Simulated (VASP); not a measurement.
Input of a VASP 6.6.1 run:

INCAR

```
PREC = Accurate
ENCUT = 600
EDIFF = 1E-6
ISMEAR = -1
SIGMA = 0.2
LREAL = F
LASPH = T
NELM = 120
ALGO = Normal
ISIF = 2
LWAVE = F
LCHARG = F
NBANDS = 32
GGA_COMPAT = F
```

The input KPOINTS:

```
Automatic mesh
0
Gamma
  5 5 5
```

The input POSCAR:

```
Ca3TlN
1.0
    4.9538240000      0.0000000000      0.0000000000
    0.0000000000      4.9538240000      0.0000000000
    0.0000000000      0.0000000000      4.9538240000
Ca Tl N
3 1 1
Direct
    0.5000000000      0.5000000000      0.0000000000
    0.0000000000      0.5000000000      0.5000000000
    0.5000000000      0.0000000000      0.5000000000
    0.0000000000      0.0000000000      0.0000000000
    0.5000000000      0.5000000000      0.5000000000
```

Potentials or basis: VASP PAW LDA potentials, release 64 (Ca_sv, Tl_d, N).

Command:

```console
$ cat potpaw_LDA.64/Ca_sv/POTCAR potpaw_LDA.64/Tl_d/POTCAR potpaw_LDA.64/N/POTCAR > POTCAR
$ mpirun -np 1 vasp_std > vasp.out
```

(1) What does it give for the pressure?

(2) Estimate the band gap on the k mesh.

Results:

(1) -4.1 GPa.

(2) zero (bands 24 and 25 overlap by 1.42 eV).

Caveat: the cell stands under tension; spin-orbit coupling is left out, which moves the levels of the heavy elements.
